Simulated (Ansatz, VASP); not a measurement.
Two plane-wave programs on Cu

Contents of POSCAR:

```
Cu
1.0
    2.4661060199      0.0000000000      0.0000000000
   -1.2330530100      2.1357104617      0.0000000000
    0.0000000000      0.0000000000      8.2639398547
Cu
4
Direct
    0.0000000000      0.0000000000      0.0000000000
    0.3333333333      0.6666666667      0.2500000000
    0.0000000000      0.0000000000      0.5000000000
    0.6666666667      0.3333333333      0.7500000000
```

INCAR.step1

```
SYSTEM = Cu
ALGO = Normal ; EDIFF = 1E-4
ENCUT = 520 ; GGA = PE
ISMEAR = 0 ; LASPH = .True.
LCHARG = .False. ; LREAL = .False.
LWAVE = .True. ; NBANDS = 30
NELM = 80 ; PREC = Accurate
SIGMA = 0.15
```

The input INCAR.step2:

```
SYSTEM = Cu
ALGO = Normal ; EDIFF = 1E-7
ENCUT = 520 ; ISIF = 2
ISMEAR = 0 ; ISTART = 1
LASPH = .True. ; LCHARG = .False.
LMIXTAU = .True. ; LREAL = .False.
LWAVE = .False. ; METAGGA = R2SCAN
NBANDS = 30 ; NELM = 80
PREC = Accurate ; SIGMA = 0.15
```

KPOINTS

```
k-points
0
Gamma
  24 24 6
  0 0 0
```

Input for Ansatz:

```yaml
crystal:
  lattice:
    - [2.4661060199, 0.0, 0.0]
    - [-1.23305301, 2.1357104617, 0.0]
    - [0.0, 0.0, 8.2639398547]
  atoms:
    - { symbol: Cu, position: [0.0, 0.0, 0.0] }
    - { symbol: Cu, position: [0.3333333333, 0.6666666667, 0.25] }
    - { symbol: Cu, position: [0.0, 0.0, 0.5] }
    - { symbol: Cu, position: [0.6666666667, 0.3333333333, 0.75] }
basis:
  ecutwfc: 500
kpoints:
  mp_grid: { grid: [24, 24, 6] }
hamiltonian:
  xc: r2scan
scf:
  occupations: { method: gaussian, width: 0.15 }
output:
  forces: true
  stress: true
  eigenvalues: true
```

Change from the starting cell: strain -0.025 along x and y, +0.000 along z, atoms carried along.

Alike in both runs: task single point; functional r2SCAN; k mesh 24 × 24 × 6; occupations gaussian, width 0.15 eV; no spin polarisation.

|  | VASP | Ansatz |
| --- | --- | --- |
| version | VASP 6.6.1 | Ansatz 0.2.0 |
| potentials or method | VASP PAW PBE potentials, release 64 (Cu), cutoff 520 eV | scalar-relativistic, plane waves, PAW |
| valence electrons in the cell | 44 | 76 |

Ansatz gave:

- gap on the k mesh at the Fermi level (eV): none
- pressure (GPa): 9.4
- traceless stress, the component that is largest in VASP (GPa): -3.82

Estimate VASP's values.

gap on the k mesh at the Fermi level (eV): none; pressure (GPa): 10.2; traceless stress, the component that is largest in VASP (GPa): -3.76.

VASP's potentials were made for PBE, not for r2SCAN. A gap of «none» marks a metal or a gap that the smearing closes. The functional is the same, so the differences come from potentials, cutoffs and numerics. VASP's potentials hold 44 valence electrons a cell and Ansatz's 76, so a difference there can come from the potentials and not from the codes.
